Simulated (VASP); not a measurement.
GaSb2:

```
Ga Sb
1.0
     5.26722    0.00000    0.00000
    -2.63361    4.56155    0.00000
     0.00000    0.00000    3.28713
Ga Sb
1 2
Cartesian
  0.0000 0.0000 0.0000
  0.0000 3.0410 1.6436
  2.6336 1.5205 1.6436
```

The cell was generated, and may not be a known phase.

* Program: VASP 6.6.1
* Task: relaxation of cell and atoms
* Functional: PBE
* Potentials or basis: VASP PAW PBE potentials, release 64 (Ga_d, Sb)
* Cutoff: 600 eV
* k mesh: 6 × 6 × 6
* Occupations: gaussian, width 0.1 eV
* Spin: no spin polarisation

At the start: pressure 1.0 GPa; volume 26.33 Å³/atom.

Where does the relaxation end?

Over 6 steps the energy falls by 8.4 meV/atom and the volume is 26.79 Å³/atom (+1.8 %); space group P6/mmm (No. 191, to 0.1 Å) before and after.

The path:
```csv
step,energy change (eV),largest force (eV/Å),pressure (GPa),volume (Å³)
1,0.0000,0.0000,0.97,78.98
2,-0.0118,0.0000,-0.21,80.82
3,-0.0128,0.0000,-0.63,81.48
4,-0.0198,0.0000,-0.93,81.69
5,-0.0200,0.0000,-0.94,81.73
6,-0.0252,0.0000,-0.19,80.38
```

Final structure:
```xyz
3
Lattice="5.3726 0.0000 0.0000 -2.6863 4.6528 0.0000 0.0000 0.0000 3.2153" Properties=species:S:1:pos:R:3 pbc="T T T"
Ga    0.0000    0.0000    3.2153
Sb    0.0000    3.1019    1.6077
Sb    2.6863    1.5509    1.6077
```

Caveat: an odd number of electrons without spin polarisation forces a metal; a magnetic or distorted state may lie lower.
